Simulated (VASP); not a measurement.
Set up this calculation in VASP 6.6.1, as the native input.

```
Task                   : relaxation of cell and atoms
Functional             : PBE
Dispersion             : D3(BJ)
Potentials or basis    : VASP PAW PBE potentials, release 64 (Mn_pv, S)
Cutoff                 : 600 eV
k mesh                 : 12 × 12 × 12
Occupations            : gaussian, width 0.1 eV
Spin                   : collinear spin, ferromagnetic start
Starting moments       : [4.27, 0.12] μB
Dipole correction      : no
Further INCAR settings : ALGO = Normal; EDIFF = 1e-07; IBRION = 2; EDIFFG = -0.02; NSW = 90; ISIF = 3
```

The structure of MnS lies in POSCAR:

```
MnS
1.0
    0.0000000000      2.5098876421      2.5098876421
    2.5098876421      0.0000000000      2.5098876421
    2.5098876421      2.5098876421      0.0000000000
Mn S
1 1
Direct
    0.0000000000      0.0000000000      0.0000000000
    0.5000000000      0.5000000000      0.5000000000
```

The input as run:

INCAR

```
SYSTEM = MnS
PREC = Accurate
ENCUT = 600
EDIFF = 1E-7
ISMEAR = 0
SIGMA = 0.1
LREAL = .False.
LASPH = .True.
NELM = 150
ALGO = Normal
ISIF = 3
LWAVE = .False.
LCHARG = .False.
ISPIN = 2
MAGMOM = 4.27 0.12
LORBIT = 11
LMAXMIX = 4
GGA = PE
IVDW = 12
IBRION = 2
NSW = 90
EDIFFG = -0.02
```

KPOINTS

```
Automatic mesh
0
Gamma
  12 12 12
  0 0 0
```

Potentials or basis: VASP PAW PBE potentials, release 64 (Mn_pv, S).

Run with:

```console
$ cat potpaw_PBE.64/Mn_pv/POTCAR potpaw_PBE.64/S/POTCAR > POTCAR
$ mpirun -np 1 vasp_std > vasp.out
```

It gave:

```
Pressure after relaxing                               : 0.1 GPa
Net moment                                            : 4.34 μB per cell
Site moments                                          : Mn +3.98; S +0.07 μB
Valence electrons inside the program's atomic spheres : Mn 11.43; S 3.75
Dispersion energy per atom                            : -0.457 eV
```

Caveat: the relaxation stopped at its first step, so nothing moved; a cell with one magnetic atom can't hold antiferromagnetic order, which such compounds often take.

Wall time 34 s on 1 thread of Intel(R) Xeon(R) 6975P-C (Granite Rapids) (shared host), peak memory 0.22 GiB.
